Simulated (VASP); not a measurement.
# Al (P6_3/mmc) in VASP: notebook

Runs on Al. Level: PBEsol. Tasks: single point.

Everything below comes from runs of VASP 6.6.1. Logs are shortened: lines on timing, memory, paths and dates and some standing lists are left out, and cuts for length are marked.

**1. The cell of the first run**

Symmetry: P6_3/mmc, No. 194, hexagonal system. The conventional cell has a = 2.812 Å, b = 2.812 Å, c = 4.867 Å, α = 90.00°, β = 90.00°, γ = 120.00°. Al (site symmetry -6m2) has 12 Al at 2.81 to 2.93 Å within 3.7 Å.

This isn't the form of Al at room conditions, which is fcc.

**2. Single point, PBEsol**

File INCAR:

```
SYSTEM = Al
ALGO = Normal
EDIFF = 1E-6
ENCUT = 520
GGA = PS
ISIF = 2
ISMEAR = -1
LASPH = .TRUE.
LCHARG = .FALSE.
LREAL = Auto
LWAVE = .FALSE.
NBANDS = 42
NELM = 100
PREC = Accurate
SIGMA = 0.05
```

File KPOINTS:

```
k-points
0
G
  3 3 3
  0 0 0
```

File POSCAR:

```
Al
1.0
   -4.2186830272      2.4356577814     -4.8668500000
    4.2186830273      2.4356577814     -4.8668500000
   -0.0000000001     -4.8713155628     -4.8668500000
Al
18
Direct
    0.9722222222      0.9722222222      0.3055555556
    0.3055555556      0.9722222222      0.9722222222
    0.6388888889      0.3055555556      0.3055555556
    0.3055555556      0.6388888889      0.3055555556
    0.9722222222      0.3055555556      0.9722222222
    0.6388888889      0.9722222222      0.6388888889
    0.3055555556      0.3055555556      0.6388888889
    0.6388888889      0.6388888889      0.9722222222
    0.9722222222      0.6388888889      0.6388888889
    0.3611111111      0.0277777778      0.3611111111
    0.6944444444      0.0277777778      0.0277777778
    0.0277777778      0.3611111111      0.3611111111
    0.6944444444      0.6944444444      0.3611111111
    0.3611111111      0.3611111111      0.0277777778
    0.0277777778      0.0277777778      0.6944444444
    0.6944444444      0.3611111111      0.6944444444
    0.0277777778      0.6944444444      0.0277777778
    0.3611111111      0.6944444444      0.6944444444
```

Potentials or basis: VASP PAW PBE potentials, release 64 (Al).

On the command line:

```console
> cat potpaw_PBE.64/Al/POTCAR > POTCAR
> mpirun -np 1 vasp_std > vasp.out
```

OUTCAR:

```text
SYSTEM = Al
   EDIFF = 1E-6
   ENCUT = 520
   GGA = PS
   ISIF = 2
   ISMEAR = -1
   LASPH = .TRUE.
   LREAL = Auto
   NELM = 100
   PREC = Accurate

 ion  position               nearest neighbor table
   1  0.972  0.972  0.306-   6 2.81   9 2.81   3 2.81   4 2.81   2 2.81   5 2.81  15 2.93  10 2.93
                            12 2.93  17 2.93  11 2.93  13 2.93
   2  0.306  0.972  0.972-   6 2.81   8 2.81   4 2.81   7 2.81   1 2.81   5 2.81  11 2.93  10 2.93
                            14 2.93  17 2.93  15 2.93  18 2.93
   3  0.639  0.306  0.306-   7 2.81   4 2.81   5 2.81   1 2.81   6 2.81   8 2.81  16 2.93  13 2.93
                            12 2.93  11 2.93  10 2.93  14 2.93
   4  0.306  0.639  0.306-   3 2.81   7 2.81   8 2.81   9 2.81   1 2.81   2 2.81  13 2.93  18 2.93
                            10 2.93  14 2.93  12 2.93  17 2.93
   5  0.972  0.306  0.972-   8 2.81   9 2.81   3 2.81   7 2.81   2 2.81   1 2.81  17 2.93  14 2.93
                            12 2.93  15 2.93  11 2.93  16 2.93
   6  0.639  0.972  0.639-   1 2.81   2 2.81   9 2.81   8 2.81   7 2.81   3 2.81  16 2.93  15 2.93
                            11 2.93  10 2.93  13 2.93  18 2.93
   7  0.306  0.306  0.639-   3 2.81   4 2.81   5 2.81   6 2.81   9 2.81   2 2.81  16 2.93  18 2.93
                            14 2.93  10 2.93  15 2.93  12 2.93
   8  0.639  0.639  0.972-   9 2.81   5 2.81   2 2.81   6 2.81   4 2.81   3 2.81  13 2.93  17 2.93
                            11 2.93  14 2.93  16 2.93  18 2.93
   9  0.972  0.639  0.639-   8 2.81   6 2.81   1 2.81   5 2.81   4 2.81   7 2.81  18 2.93  17 2.93
                            15 2.93  12 2.93  16 2.93  13 2.93
  10  0.361  0.028  0.361-  11 2.81  15 2.81  12 2.81  14 2.81  13 2.81  18 2.81   4 2.93   1 2.93
                             2 2.93   6 2.93   7 2.93   3 2.93
  11  0.694  0.028  0.028-  10 2.81  14 2.81  16 2.81  13 2.81  15 2.81  17 2.81   2 2.93   6 2.93
                             8 2.93   5 2.93   1 2.93   3 2.93
  12  0.028  0.361  0.361-  14 2.81  10 2.81  15 2.81  17 2.81  16 2.81  13 2.81   3 2.93   5 2.93
                             1 2.93   9 2.93   4 2.93   7 2.93
  13  0.694  0.694  0.361-  18 2.81  16 2.81  17 2.81  12 2.81  10 2.81  11 2.81   4 2.93   3 2.93
                             8 2.93   6 2.93   1 2.93   9 2.93
  14  0.361  0.361  0.028-  12 2.81  11 2.81  17 2.81  10 2.81  16 2.81  18 2.81   7 2.93   5 2.93
                             2 2.93   8 2.93   4 2.93   3 2.93
  15  0.028  0.028  0.694-  10 2.81  12 2.81  16 2.81  18 2.81  11 2.81  17 2.81   1 2.93   6 2.93
                             9 2.93   5 2.93   2 2.93   7 2.93
  16  0.694  0.361  0.694-  18 2.81  13 2.81  14 2.81  12 2.81  15 2.81  11 2.81   7 2.93   3 2.93
                             6 2.93   8 2.93   9 2.93   5 2.93
  17  0.028  0.694  0.028-  14 2.81  12 2.81  18 2.81  13 2.81  11 2.81  15 2.81   5 2.93   8 2.93
                             9 2.93   1 2.93   2 2.93   4 2.93
  18  0.361  0.694  0.694-  13 2.81  16 2.81  17 2.81  15 2.81  14 2.81  10 2.81   4 2.93   7 2.93
                             9 2.93   2 2.93   6 2.93   8 2.93

  LATTYP: Found a trigonal (rhomboedric) cell.
 ALAT       =     6.8859236297
 COS(alpha) =     0.2493121556

  Lattice vectors:

 A1 = (  -4.2186830272,   2.4356577814,  -4.8668500000)
 A2 = (   4.2186830273,   2.4356577814,  -4.8668500000)
 A3 = (  -0.0000000001,  -4.8713155628,  -4.8668500000)

Analysis of symmetry for initial positions (statically):
=====================================================================
 Subroutine PRICEL returns following result:

  LATTYP: Found a hexagonal cell.
 ALAT       =     2.8124553520
 C/A-ratio  =     1.7304630264

  Lattice vectors:

 A1 = (   1.4062276760,  -2.4356577819,   0.0000000000)
 A2 = (  -2.8124553521,   0.0000000000,   0.0000000000)
 A3 = (   0.0000000000,   0.0000000010,  -4.8668500000)

   9 primitive cells build up your supercell.

 Routine SETGRP: Setting up the symmetry group for a
 trigonal (rhombohedral) supercell.

 Subroutine GETGRP returns: Found 12 space group operations
 (whereof 12 operations were pure point group operations)
 out of a pool of 12 trial point group operations.

The static configuration has the point symmetry D_3d.

Analysis of symmetry for dynamics (positions and initial velocities):
=====================================================================
 Subroutine PRICEL returns following result:

  LATTYP: Found a hexagonal cell.
 ALAT       =     2.8124553520
 C/A-ratio  =     1.7304630264

  Lattice vectors:

 A1 = (   1.4062276760,  -2.4356577819,   0.0000000000)
 A2 = (  -2.8124553521,   0.0000000000,   0.0000000000)
 A3 = (   0.0000000000,   0.0000000010,  -4.8668500000)

   9 primitive cells build up your supercell.

 Routine SETGRP: Setting up the symmetry group for a
 trigonal (rhombohedral) supercell.

 Subroutine GETGRP returns: Found 12 space group operations
 (whereof 12 operations were pure point group operations)
 out of a pool of 12 trial point group operations.

The dynamic configuration has the point symmetry D_3d.

 Subroutine INISYM returns: Found 12 space group operations
 (whereof 12 operations are pure point group operations),
 and found     9 'primitive' translations

----------------------------------------------------------------------------------------

                                     Primitive cell

  volume of cell :      33.3388

  direct lattice vectors                    reciprocal lattice vectors
     1.406227676 -2.435657782  0.000000000     0.000000000 -0.410566709 -0.000000000
    -2.812455352  0.000000000  0.000000000    -0.355561200 -0.205283355 -0.000000000
     0.000000000  0.000000001 -4.866850000     0.000000000  0.000000000 -0.205471712

  length of vectors
     2.812455352  2.812455352  4.866850000     0.410566709  0.410566709  0.205471712

  position of ions in fractional coordinates (direct lattice)
     0.666666668  0.333333334  0.250000000
     0.333333333  0.666666667  0.750000000

  ion indices of the primitive-cell ions
   primitive index   ion index
                 1           1
                 2          15

----------------------------------------------------------------------------------------

 KPOINTS: k-points

Automatic generation of k-mesh.
 Grid dimensions read from file:
 generate k-points for:    3    3    3

 Generating k-lattice:

  Cartesian coordinates                     Fractional coordinates (reciprocal lattice)
    -0.039506800  0.022809262 -0.022830190     0.333333333  0.000000000  0.000000000
     0.039506800  0.022809262 -0.022830190    -0.000000000  0.333333333  0.000000000
     0.000000000 -0.045618523 -0.022830190     0.000000000  0.000000000  0.333333333

  Length of vectors
     0.051012422  0.051012422  0.051012422

  Shift w.r.t. Gamma in fractional coordinates (k-lattice)
     0.000000000  0.000000000  0.000000000

 Subroutine IBZKPT returns following result:
 ===========================================

 Found      6 irreducible k-points:

 Following reciprocal coordinates:
            Coordinates               Weight
  0.000000  0.000000  0.000000      1.000000
  0.333333 -0.000000  0.000000      6.000000
  0.333333  0.333333  0.000000      6.000000
 -0.333333  0.333333  0.000000      6.000000
  0.333333  0.333333  0.333333      2.000000
 -0.333333  0.333333  0.333333      6.000000
   k-points           NKPTS =      6   k-points in BZ     NKDIM =      6   number of bands    NBANDS=     42
   number of dos      NEDOS =    301   number of ions     NIONS =     18
   total plane-waves  NPLWV = 157464
   dimension x,y,z NGX =    54 NGY =   54 NGZ =   54
   dimension x,y,z NGXF=   108 NGYF=  108 NGZF=  108
   ions per type =              18
   NGX,Y,Z   is equivalent  to a cutoff of  13.04, 13.04, 13.04 a.u.
   NGXF,Y,Z  is equivalent  to a cutoff of  26.07, 26.07, 26.07 a.u.
 SYSTEM =  Al
   PREC   = accura    normal or accurate (medium, high low for compatibility)
   ISTART =      0    job   : 0-new  1-cont  2-samecut
   ICHARG =      2    charge: 1-file 2-atom 10-const
   ISPIN  =      1    spin polarized calculation?
   LNONCOLLINEAR =      F non collinear calculations
   LSORBIT =      F    spin-orbit coupling
   LASPH  =      T    aspherical Exc in radial PAW
   ENCUT  =  520.0 eV  38.22 Ry    6.18 a.u.  12.80 12.80 12.80*2*pi/ulx,y,z
   NELM   =    100;   NELMIN=  2; NELMDL= -5     # of ELM steps
   EDIFF  = 0.1E-05   stopping-criterion for ELM
   LREAL  =      T    real-space projection
   EDIFFG = 0.1E-04   stopping-criterion for IOM
   NSW    =      0    number of steps for IOM
[... 5 lines left out ...]
   TEBEG  =    0.0;   TEEND  =   0.0 temperature during run
   PSTRESS=    0.0 pullay stress
   NELECT =      54.0000    total number of electrons
   NUPDOWN=      -1.0000    fix difference up-down
   EMIN   =  10.00;   EMAX   =-10.00  energy-range for DOS
   EFERMI =   0.00;   METHOD = LEGACY
   ISMEAR =    -1;   SIGMA  =   0.05  broadening in eV -4-tet -1-fermi 0-gaus
   EFERMI_NEDOS =   21; number of points for ismear=-14 and -15
   IALGO  =     38    algorithm
   IMIX   =      4    mixing-type and parameters
     AMIX     =   0.40;   BMIX     =  1.00
     AMIX_MAG =   1.60;   BMIX_MAG =  1.00
  volume/ion in A,a.u.               =      16.67       112.49
  Fermi-wavevector in a.u.,A,eV,Ry     =   0.924291  1.746656 11.623640  0.854313
  Thomas-Fermi vector in A             =   2.050021
   LORBIT       =      0    0 simple, 1 ext, 2 COOP (PROOUT), +10 PAW based schemes
   GGA     = PS    functional components
   LHFCALC =     F    Hartree Fock is set to
   AEXX    =    0.0000 exact exchange contribution
   IVDW    =     0    specifies the selected vdW correction
   LEPSILON=     F    determine dielectric tensor
   LRPA    =     F    only Hartree local field effects (RPA)
 non-spin polarized calculation
  energy-cutoff  :      520.00
  volume of cell :      300.05
 maximum number of plane-waves:      8148
 NGX is ok and might be reduce to    54
   NGX = 25   NGY = 25   NGZ = 25

 number of electron      53.9999999 magnetization

 Free energy of the ion-electron system (eV)
  ---------------------------------------------------
  ext. energy  EPLUGINS =         0.00000000
  ---------------------------------------------------
  free energy    TOTEN  =       -72.94757895 eV

  energy without entropy =      -72.82839842  energy(sigma->0) =      -72.88798869

 E-fermi :   7.9001     XC(G=0): -10.2189

 val. band max:        7.8589906126   @ k =   0.3333   0.3333   0.0000
 cond. band min:       7.9485305867   @ k =   0.3333  -0.0000   0.0000
 fundamental gap:      0.0895399741
 Fermi energy:         7.9000667924

 k-point     1 :       0.0000    0.0000    0.0000
  band No.  band energies     occupation
      1      -3.2208      2.00000
      2       0.2019      2.00000
      3       0.2019      2.00000
      4       0.2019      2.00000
      5       0.2019      2.00000
      6       0.2019      2.00000
[... 31 lines left out ...]
     38      10.3626      0.00000
     39      10.3626      0.00000

 k-point     2 :       0.3333   -0.0000    0.0000
  band No.  band energies     occupation
      1      -2.8362      2.00000
      2      -1.6888      2.00000
      3       0.1281      2.00000
      4       0.1281      2.00000
      5       0.8038      2.00000
      6       0.8038      2.00000
[... 157 lines left out ...]
     38       9.7308      0.00000
     39       9.7308      0.00000

 k-point     6 :      -0.3333    0.3333    0.3333
  band No.  band energies     occupation
      1      -1.9178      2.00000
      2      -1.6877      2.00000
      3      -1.0031      2.00000
      4      -0.7782      2.00000
      5      -0.7782      2.00000
      6       0.7994      2.00000
[... 31 lines left out ...]
     38       9.9115      0.00000
     39      10.4985      0.00000
 [bands above 39 left out]

------------------------ aborting loop because EDIFF is reached ----------------------------------------

  FORCE on cell =-STRESS in cart. coord.  units (eV):
  Direction    XX          YY          ZZ          XY          YZ          ZX
  --------------------------------------------------------------------------------------
  -------------------------------------------------------------------------------------
  Total       -0.2686160     -0.2686160     -4.8072093     -0.0000000     -0.0000000     -0.0000000
  in kB       -1.4343331     -1.4343331    -25.6691354     -0.0000000     -0.0000000     -0.0000000
  external PRESSURE =      -9.5126005 kB  Pullay stress =       0.0000000 kB

 VOLUME and BASIS-vectors are now :
 -----------------------------------------------------------------------------
  energy-cutoff  :      520.00
  volume of cell :      300.05
      direct lattice vectors                 reciprocal lattice vectors
    -4.218683027  2.435657781 -4.866850000    -0.118520400  0.068427785 -0.068490571
     4.218683027  2.435657781 -4.866850000     0.118520400  0.068427785 -0.068490571
    -0.000000000 -4.871315563 -4.866850000     0.000000000 -0.136855570 -0.068490571

 POSITION                                       TOTAL-FORCE (eV/Angst)
 -----------------------------------------------------------------------------------
      0.00000      3.24754    -10.95041         0.000000      0.000000     -0.006824
      2.81246     -1.62377    -10.95041         0.000000     -0.000000     -0.006824
     -1.40623      0.81189     -6.08356         0.000000     -0.000000     -0.006824
      1.40623      0.81189     -6.08356         0.000000     -0.000000     -0.006824
     -2.81246     -1.62377    -10.95041         0.000000     -0.000000     -0.006824
      1.40623      0.81189    -10.95041         0.000000     -0.000000     -0.006824
[... 10 lines left out ...]
      2.81246      1.62377     -3.65014        -0.000000     -0.000000      0.006824
      1.40623     -0.81189     -8.51699        -0.000000      0.000000      0.006824
 -----------------------------------------------------------------------------------
    total drift:                                0.000000     -0.000000     -0.000000

  FREE ENERGIE OF THE ION-ELECTRON SYSTEM (eV)
  ---------------------------------------------------
  free  energy   TOTEN  =       -72.9475789534 eV

  energy  without entropy=      -72.8283984232  energy(sigma->0) =      -72.88798869
```

Run time: 3 min. Hardware: 1 thread of Intel Xeon Platinum 8488C (Sapphire Rapids), shared host; peak memory 0.36 GiB.

What came out:

```yaml
Free_energy: -72.9476 eV
Pressure: -1.0 GPa
Largest_force: 0.007 eV/Å
Band_gap_on_the_k_mesh: zero (bands 27 and 28 overlap by 0.65 eV)
```

Forces in eV/Å, atoms in the order of the input:
```
Al   0.000  0.000 -0.007
Al   0.000  0.000 -0.007
Al   0.000  0.000 -0.007
Al   0.000  0.000 -0.007
Al   0.000  0.000 -0.007
Al   0.000  0.000 -0.007
Al   0.000  0.000 -0.007
Al   0.000  0.000 -0.007
Al   0.000  0.000 -0.007
Al   0.000  0.000  0.007
Al   0.000  0.000  0.007
Al   0.000  0.000  0.007
Al   0.000  0.000  0.007
Al   0.000  0.000  0.007
Al   0.000  0.000  0.007
Al   0.000  0.000  0.007
Al   0.000  0.000  0.007
Al   0.000  0.000  0.007
```

Levels at points of the mesh, in eV from the Fermi level:
```csv
k point,band 24,band 25,band 26,band 27,band 28,band 29,band 30,band 31
"(0.00, 0.00, 0.00)",0.21,0.21,0.21,0.21,1.83,1.83,1.83,1.83
```

Caveat: the PAW data sets were made with another functional, which shifts forces and pressure a little.

**3. Single point, PBEsol**

File INCAR:

```
  ALGO = Fast
  EDIFF = 1E-6
  ENCUT = 520
  GGA = PS
  ISIF = 2
  ISMEAR = 0
  ISYM = 0
  LASPH = True
  LCHARG = False
  LREAL = Auto
  LWAVE = False
  NBANDS = 42
  NELM = 80
  PREC = Accurate
  SIGMA = 0.1
```

File KPOINTS:

```
k-points
0
Gamma
  3 3 3
```

POSCAR is that of step 2.

Potentials or basis: VASP PAW PBE potentials, release 64 (Al).

On the command line:

```console
> cat potpaw_PBE.64/Al/POTCAR > POTCAR
> mpirun -np 1 vasp_std > vasp.out
```

It took 4.5 min on 1 thread of Intel Xeon Platinum 8488C (Sapphire Rapids), shared host; peak memory 0.41 GiB.

It converged, with:

| Property | Result |
| --- | --- |
| Free energy | -72.9241 eV |
| Pressure | -0.9 GPa |
| Largest force | 0.007 eV/Å |
| Band gap on the k mesh | zero (bands 27 and 28 overlap by 0.65 eV) |

Forces in eV/Å, atoms in the order of the input:
```
Al   0.000  0.000 -0.007
Al   0.000  0.000 -0.007
Al   0.000  0.000 -0.007
Al   0.000  0.000 -0.007
Al   0.000  0.000 -0.007
Al   0.000  0.000 -0.007
Al   0.000  0.000 -0.007
Al   0.000  0.000 -0.007
Al   0.000  0.000 -0.007
Al   0.000  0.000  0.007
Al   0.000  0.000  0.007
Al   0.000  0.000  0.007
Al   0.000  0.000  0.007
Al   0.000  0.000  0.007
Al   0.000  0.000  0.007
Al   0.000  0.000  0.007
Al   0.000  0.000  0.007
Al   0.000  0.000  0.007
```

Stress tensor (GPa, compression positive):
```
-0.22  0.00  0.00
 0.00 -0.22  0.00
 0.00  0.00 -2.36
```

Levels at points of the mesh, in eV from the Fermi level:
```
           k point  band 24  band 25  band 26  band 27  band 28  band 29  band 30  band 31
(0.00, 0.00, 0.00)     0.21     0.21     0.21     0.21     1.83     1.83     1.83     1.83
```

Caveat: the PAW data sets were made with another functional, which shifts forces and pressure a little.

The gap in the log of VASP goes by the Fermi energy; the results here count the filled bands.